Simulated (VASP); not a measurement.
Wanted: the native input for a VASP 6.6.1 run.

* Task: single point
* Functional: r2SCAN
* Potentials or basis: VASP PAW PBE potentials, release 64 (K_sv, Cl)
* Cutoff: 520 eV
* k mesh: 8 × 8 × 8
* Occupations: gaussian, width 0.01 eV
* Spin: no spin polarisation
* Dipole correction: no
* Further INCAR settings: ALGO = Normal; EDIFF = 1e-07; NBANDS = 15

The system is KCl.

```xyz
2
Lattice="3.9386 0.0000 0.0000 0.0000 3.9386 0.0000 0.0000 0.0000 3.7418" Properties=species:S:1:pos:R:3 pbc="T T T"
K     0.0000    0.0000    0.0000
Cl    1.9693    1.9693    1.8709
```

This cell differs from its parent crystal: epitaxial xy strain +4.4%.

The input as run:

POSCAR

```
KCl
1.0
    3.9386081627      0.0000000000      0.0000000000
    0.0000000000      3.9386081627      0.0000000000
    0.0000000000      0.0000000000      3.7418194363
K Cl
1 1
Direct
    0.0000000000      0.0000000000      0.0000000000
    0.5000000000      0.5000000000      0.5000000000
```

INCAR.step1

```
  PREC = Accurate
  ENCUT = 520
  ISMEAR = 0
  SIGMA = 0.01
  LREAL = False
  LASPH = True
  NELM = 80
  NBANDS = 15
  GGA = PE
  ALGO = Normal
  EDIFF = 1E-4
  LWAVE = True
  LCHARG = False
```

INCAR.step2

```
  PREC = Accurate
  ENCUT = 520
  EDIFF = 1E-7
  ISMEAR = 0
  SIGMA = 0.01
  LREAL = False
  LASPH = True
  NELM = 80
  ALGO = Normal
  ISIF = 2
  LWAVE = False
  LCHARG = False
  METAGGA = R2SCAN
  LMIXTAU = True
  NBANDS = 15
  ISTART = 1
```

KPOINTS

```
regular mesh
0
Gamma
  8 8 8
```

Potentials or basis: VASP PAW PBE potentials, release 64 (K_sv, Cl).

Command:

```bash
$ cat potpaw_PBE.64/K_sv/POTCAR potpaw_PBE.64/Cl/POTCAR > POTCAR
$ cp INCAR.step1 INCAR
$ mpirun -np 1 vasp_std > vasp.out
$ cp INCAR.step2 INCAR
$ mpirun -np 1 vasp_std > vasp.out
```

It gave:

* Pressure: -1.5 GPa
* Band gap on the k mesh: 5.25 eV, indirect (least direct gap 5.42 eV)

Caveat: the cell differs from its parent crystal (epitaxial xy strain +4.4%); the PAW data sets were made with another functional, which shifts forces and pressure a little.

It took 92 s on 1 thread of Intel(R) Xeon(R) 6975P-C (Granite Rapids) (shared host), peak memory 0.21 GiB.
